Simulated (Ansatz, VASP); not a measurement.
AsSe4: VASP beside Ansatz

```
As Se
1.0
     4.94496    0.00000    0.00000
     0.00000    4.94496    0.00000
     0.00000    0.00000    4.94496
As Se
1 4
Direct
  0.00000 0.00000 0.00000
  0.28137 0.28137 0.28137
  0.71863 0.71863 0.28137
  0.28137 0.71863 0.71863
  0.71863 0.28137 0.71863
```

Change from the starting cell: species swapped into the SnI4 type (P-43m, No. 215).

Alike in both runs: functional PBE; k mesh 8 × 8 × 8; occupations gaussian, width 0.1 eV; no spin polarisation.

Ansatz relaxed the structure, and its values are those at the end. VASP's run is a single point on that final structure, the one shown.

```csv
,VASP,Ansatz
version,VASP 6.6.1,Ansatz 0.2.0
potentials or method,"VASP PAW PBE potentials, release 64 (As, Se), cutoff 520 eV","scalar-relativistic, plane waves, PAW"
valence electrons in the cell,29,79
```

|  | VASP | Ansatz | Ansatz less VASP |
| --- | --- | --- | --- |
| gap on the k mesh at the Fermi level (eV) | none | none | - |
| pressure (GPa) | 0.1 | 0.0 | -0.10 |
| rms of the force components (eV/Å) | 0.012 | 0.001 | -0.0116 |

A gap of «none» marks a metal or a gap that the smearing closes. VASP's potentials hold 29 valence electrons a cell and Ansatz's 79, so a difference there can come from the potentials and not from the codes.
